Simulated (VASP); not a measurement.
# HfC (Fm-3m) in VASP: single point with PBEsol

Aim: the single point of HfC with PBEsol.

Program: VASP 6.6.1. These are calculated values, not measurements. Logs are shortened: lines on timing, memory, paths and dates and some standing lists are left out, and cuts for length are marked.

## 1. The cell of the first run

It takes space group Fm-3m (No. 225, cubic). The conventional cell has a = 4.562 Å, b = 4.562 Å, c = 4.562 Å, α = 90.00°, β = 90.00°, γ = 90.00°. Hf (site symmetry m-3m) has 6 C at 2.28 Å within 3.0 Å. Within 3.0 Å of C (site symmetry m-3m) lie 6 Hf at 2.28 Å.

## 2. Single point, PBEsol

File INCAR:

```
SYSTEM = HfC
  PREC = Accurate
  ENCUT = 600
  EDIFF = 1E-6
  ISMEAR = 0
  SIGMA = 0.1
  LREAL = .False.
  LASPH = .True.
  NELM = 120
  ALGO = Normal
  ISIF = 2
  LWAVE = .False.
  LCHARG = .False.
  GGA = PS
  NBANDS = 14
  GGA_COMPAT = .False.
```

File KPOINTS:

```
regular mesh
0
Gamma
  6 6 6
  0 0 0
```

File POSCAR:

```
HfC
1.0
    0.0000000000      2.2812340139      2.2812340139
    2.2812340139      0.0000000000      2.2812340139
    2.2812340139      2.2812340139      0.0000000000
Hf C
1 1
Direct
    0.0000000000      0.0000000000      0.0000000000
    0.5000000000      0.5000000000      0.5000000000
```

Potentials or basis: VASP PAW PBE potentials, release 64 (Hf_pv, C).

Run with:

```
$ cat potpaw_PBE.64/Hf_pv/POTCAR potpaw_PBE.64/C/POTCAR > POTCAR
$ mpirun -np 1 vasp_std > vasp.out
```

OUTCAR:

```text
SYSTEM = HfC
   PREC = Accurate
   ENCUT = 600
   EDIFF = 1E-6
   ISMEAR = 0
   LREAL = .False.
   LASPH = .True.
   NELM = 120
   ISIF = 2
   GGA = PS

 ion  position               nearest neighbor table
   1  0.000  0.000  0.000-   2 2.28   2 2.28   2 2.28   2 2.28   2 2.28   2 2.28
   2  0.500  0.500  0.500-   1 2.28   1 2.28   1 2.28   1 2.28   1 2.28   1 2.28

  LATTYP: Found a face centered cubic cell.
 ALAT       =     4.5624680278

  Lattice vectors:

 A1 = (   0.0000000000,   2.2812340139,   2.2812340139)
 A2 = (   2.2812340139,   0.0000000000,   2.2812340139)
 A3 = (   2.2812340139,   2.2812340139,   0.0000000000)

Analysis of symmetry for initial positions (statically):
=====================================================================
 Subroutine PRICEL returns:
 Original cell was already a primitive cell.

 Routine SETGRP: Setting up the symmetry group for a
 face centered cubic supercell.

 Subroutine GETGRP returns: Found 48 space group operations
 (whereof 48 operations were pure point group operations)
 out of a pool of 48 trial point group operations.

The static configuration has the point symmetry O_h .

Analysis of symmetry for dynamics (positions and initial velocities):
=====================================================================
 Subroutine PRICEL returns:
 Original cell was already a primitive cell.

 Routine SETGRP: Setting up the symmetry group for a
 face centered cubic supercell.

 Subroutine GETGRP returns: Found 48 space group operations
 (whereof 48 operations were pure point group operations)
 out of a pool of 48 trial point group operations.

The dynamic configuration has the point symmetry O_h .

 Subroutine INISYM returns: Found 48 space group operations
 (whereof 48 operations are pure point group operations),
 and found     1 'primitive' translations

----------------------------------------------------------------------------------------

                                     Primitive cell

  volume of cell :      23.7432

  direct lattice vectors                    reciprocal lattice vectors
     0.000000000  2.281234014  2.281234014    -0.219179618  0.219179618  0.219179618
     2.281234014  0.000000000  2.281234014     0.219179618 -0.219179618  0.219179618
     2.281234014  2.281234014  0.000000000     0.219179618  0.219179618 -0.219179618

  length of vectors
     3.226152081  3.226152081  3.226152081     0.379630235  0.379630235  0.379630235

  position of ions in fractional coordinates (direct lattice)
     0.000000000  0.000000000  0.000000000
     0.500000000  0.500000000  0.500000000

  ion indices of the primitive-cell ions
   primitive index   ion index
                 1           1
                 2           2

----------------------------------------------------------------------------------------

 KPOINTS: regular mesh

Automatic generation of k-mesh.
 Grid dimensions read from file:
 generate k-points for:    6    6    6

 Generating k-lattice:

  Cartesian coordinates                     Fractional coordinates (reciprocal lattice)
    -0.036529936  0.036529936  0.036529936     0.166666667  0.000000000  0.000000000
     0.036529936 -0.036529936  0.036529936     0.000000000  0.166666667  0.000000000
     0.036529936  0.036529936 -0.036529936     0.000000000  0.000000000  0.166666667

  Length of vectors
     0.063271706  0.063271706  0.063271706

  Shift w.r.t. Gamma in fractional coordinates (k-lattice)
     0.000000000  0.000000000  0.000000000

 Subroutine IBZKPT returns following result:
 ===========================================

 Found     16 irreducible k-points:

 Following reciprocal coordinates:
            Coordinates               Weight
  0.000000  0.000000  0.000000      1.000000
  0.166667  0.000000  0.000000      8.000000
  0.333333  0.000000  0.000000      8.000000
  0.500000  0.000000  0.000000      4.000000
  0.166667  0.166667  0.000000      6.000000
  0.333333  0.166667  0.000000     24.000000
[... 8 lines left out ...]
 -0.333333  0.333333  0.166667     24.000000
 -0.333333  0.500000  0.166667     12.000000
   k-points           NKPTS =     16   k-points in BZ     NKDIM =     16   number of bands    NBANDS=     14
   number of dos      NEDOS =    301   number of ions     NIONS =      2
   total plane-waves  NPLWV =  21952
   dimension x,y,z NGX =    28 NGY =   28 NGZ =   28
   dimension x,y,z NGXF=    56 NGYF=   56 NGZF=   56
   ions per type =               1   1
   NGX,Y,Z   is equivalent  to a cutoff of  14.43, 14.43, 14.43 a.u.
   NGXF,Y,Z  is equivalent  to a cutoff of  28.86, 28.86, 28.86 a.u.
 SYSTEM =  HfC
   PREC   = accura    normal or accurate (medium, high low for compatibility)
   ISTART =      0    job   : 0-new  1-cont  2-samecut
   ICHARG =      2    charge: 1-file 2-atom 10-const
   ISPIN  =      1    spin polarized calculation?
   LNONCOLLINEAR =      F non collinear calculations
   LSORBIT =      F    spin-orbit coupling
   LASPH  =      T    aspherical Exc in radial PAW
   ENCUT  =  600.0 eV  44.10 Ry    6.64 a.u.   6.44  6.44  6.44*2*pi/ulx,y,z
   NELM   =    120;   NELMIN=  2; NELMDL= -5     # of ELM steps
   EDIFF  = 0.1E-05   stopping-criterion for ELM
   LREAL  =      F    real-space projection
   EDIFFG = 0.1E-04   stopping-criterion for IOM
   NSW    =      0    number of steps for IOM
   IBRION =     -1    ionic relax: 0-MD 1-quasi-New 2-CG
   NFREE  =      0    steps in history (QN), initial steepest desc. (CG)
   ISIF   =      2    stress and relaxation
   ISYM   =      2    0-nonsym 1-usesym 2-fastsym
   POTIM  = 0.5000    time-step for ionic-motion
   TEBEG  =    0.0;   TEEND  =   0.0 temperature during run
   PSTRESS=    0.0 pullay stress
   NELECT =      14.0000    total number of electrons
   NUPDOWN=      -1.0000    fix difference up-down
   EMIN   =  10.00;   EMAX   =-10.00  energy-range for DOS
   EFERMI =   0.00;   METHOD = LEGACY
   ISMEAR =     0;   SIGMA  =   0.10  broadening in eV -4-tet -1-fermi 0-gaus
   EFERMI_NEDOS =   21; number of points for ismear=-14 and -15
   IALGO  =     38    algorithm
   IMIX   =      4    mixing-type and parameters
     AMIX     =   0.40;   BMIX     =  1.00
     AMIX_MAG =   1.60;   BMIX_MAG =  1.00
  volume/ion in A,a.u.               =      11.87        80.11
  Fermi-wavevector in a.u.,A,eV,Ry     =   1.372791  2.594198 25.640919  1.884554
  Thomas-Fermi vector in A             =   2.498366
   LORBIT       =      0    0 simple, 1 ext, 2 COOP (PROOUT), +10 PAW based schemes
   GGA     = PS    functional components
   LHFCALC =     F    Hartree Fock is set to
   AEXX    =    0.0000 exact exchange contribution
   IVDW    =     0    specifies the selected vdW correction
   LEPSILON=     F    determine dielectric tensor
   LRPA    =     F    only Hartree local field effects (RPA)
 non-spin polarized calculation
 Gauss-broadening in eV      SIGMA  =   0.10
  energy-cutoff  :      600.00
  volume of cell :       23.74
 maximum number of plane-waves:       821
 NGX is ok and might be reduce to    28
   NGX = 13   NGY = 13   NGZ = 13

 number of electron      13.9999999 magnetization

 Free energy of the ion-electron system (eV)
  ---------------------------------------------------
  ext. energy  EPLUGINS =         0.00000000
  ---------------------------------------------------
  free energy    TOTEN  =       -22.16724807 eV

  energy without entropy =      -22.16623118  energy(sigma->0) =      -22.16673963

 E-fermi :   6.1395     XC(G=0): -12.7019

 val. band max:        6.0040534967   @ k =   0.1667   0.1667   0.0000
 cond. band min:       6.2496829542   @ k =   0.5000   0.5000   0.0000
 fundamental gap:      0.2456294575
 Fermi energy:         6.1394705818

 k-point     1 :       0.0000    0.0000    0.0000
  band No.  band energies     occupation
      1     -22.9768      2.00000
      2     -22.9768      2.00000
      3     -22.9768      2.00000
      4      -6.3185      2.00000
      5       7.3241      0.00000
      6       7.3241      0.00000
      7       7.3241      0.00000
      8       7.6052      0.00000
      9       7.6052      0.00000
     10       7.6052      0.00000
     11       9.7902      0.00000
     12       9.7902      0.00000
     13      13.7805      0.00000
     14      17.3608      0.00000

 k-point     2 :       0.1667    0.0000    0.0000
  band No.  band energies     occupation
      1     -23.2025      2.00000
      2     -22.9979      2.00000
      3     -22.9979      2.00000
      4      -5.5774      2.00000
      5       4.6403      2.00000
      6       5.3474      2.00000
      7       5.3474      2.00000
      8       8.5342      0.00000
      9       8.5342      0.00000
     10       8.8685      0.00000
     11      12.3643      0.00000
     12      12.3643      0.00000
     13      15.0571      0.00000
     14      19.2708      0.00000

 k-point     3 :       0.3333    0.0000    0.0000
  band No.  band energies     occupation
      1     -23.6249      2.00000
      2     -23.0397      2.00000
      3     -23.0397      2.00000
      4      -3.7622      2.00000
      5       1.7034      2.00000
      6       3.6558      2.00000
      7       3.6558      2.00000
      8      10.1051      0.00000
      9      10.4397      0.00000
     10      10.4397      0.00000
     11      15.7756      0.00000
     12      16.0942      0.00000
     13      16.0942      0.00000
     14      20.3214      0.00000
[... 188 lines left out ...]
 k-point    15 :      -0.3333    0.3333    0.1667
  band No.  band energies     occupation
      1     -23.6155      2.00000
      2     -23.3900      2.00000
      3     -23.1893      2.00000
      4      -3.2171      2.00000
      5       1.8308      2.00000
      6       3.4770      2.00000
      7       3.8386      2.00000
      8      10.1271      0.00000
      9      10.1706      0.00000
     10      13.0253      0.00000
     11      15.2718      0.00000
     12      15.6323      0.00000
     13      19.0609      0.00000
     14      20.1598      0.00000

 k-point    16 :      -0.3333    0.5000    0.1667
  band No.  band energies     occupation
      1     -23.6076      2.00000
      2     -23.3814      2.00000
      3     -23.2785      2.00000
      4      -3.7574      2.00000
      5       3.5643      2.00000
      6       3.6215      2.00000
      7       3.7848      2.00000
      8       8.3359      0.00000
      9      11.7898      0.00000
     10      13.4478      0.00000
     11      13.4970      0.00000
     12      15.4412      0.00000
     13      18.6384      0.00000
     14      20.0200      0.00000

------------------------ aborting loop because EDIFF is reached ----------------------------------------

  FORCE on cell =-STRESS in cart. coord.  units (eV):
  Direction    XX          YY          ZZ          XY          YZ          ZX
  --------------------------------------------------------------------------------------
  -------------------------------------------------------------------------------------
  Total        1.1131320      1.1131320      1.1131320      0.0000000     -0.0000000      0.0000000
  in kB       75.1134545     75.1134545     75.1134545      0.0000000     -0.0000000      0.0000000
  external PRESSURE =      75.1134545 kB  Pullay stress =       0.0000000 kB

 VOLUME and BASIS-vectors are now :
 -----------------------------------------------------------------------------
  energy-cutoff  :      600.00
  volume of cell :       23.74
      direct lattice vectors                 reciprocal lattice vectors
     0.000000000  2.281234014  2.281234014    -0.219179618  0.219179618  0.219179618
     2.281234014  0.000000000  2.281234014     0.219179618 -0.219179618  0.219179618
     2.281234014  2.281234014  0.000000000     0.219179618  0.219179618 -0.219179618

 POSITION                                       TOTAL-FORCE (eV/Angst)
 -----------------------------------------------------------------------------------
      0.00000      0.00000      0.00000         0.000000      0.000000      0.000000
      2.28123      2.28123      2.28123        -0.000000     -0.000000     -0.000000
 -----------------------------------------------------------------------------------
    total drift:                                0.000000      0.000000      0.000000

  FREE ENERGIE OF THE ION-ELECTRON SYSTEM (eV)
  ---------------------------------------------------
  free  energy   TOTEN  =       -22.1672480747 eV

  energy  without entropy=      -22.1662311754  energy(sigma->0) =      -22.16673963
```

It took 15 s on 1 thread of Intel Xeon 8259CL, shared host; peak memory 0.16 GiB.

What came out:

```
Free energy            : -22.1672 eV
Pressure               : 7.5 GPa
Band gap on the k mesh : zero (band 7 reaches 7.32 eV, above the bottom of band 8 at 5.94 eV)
```

Caveat: the k points lie up to 0.40 Å⁻¹ apart; the PAW data sets were made with another functional, which shifts forces and pressure a little; spin-orbit coupling is left out, which moves the levels of the heavy elements.
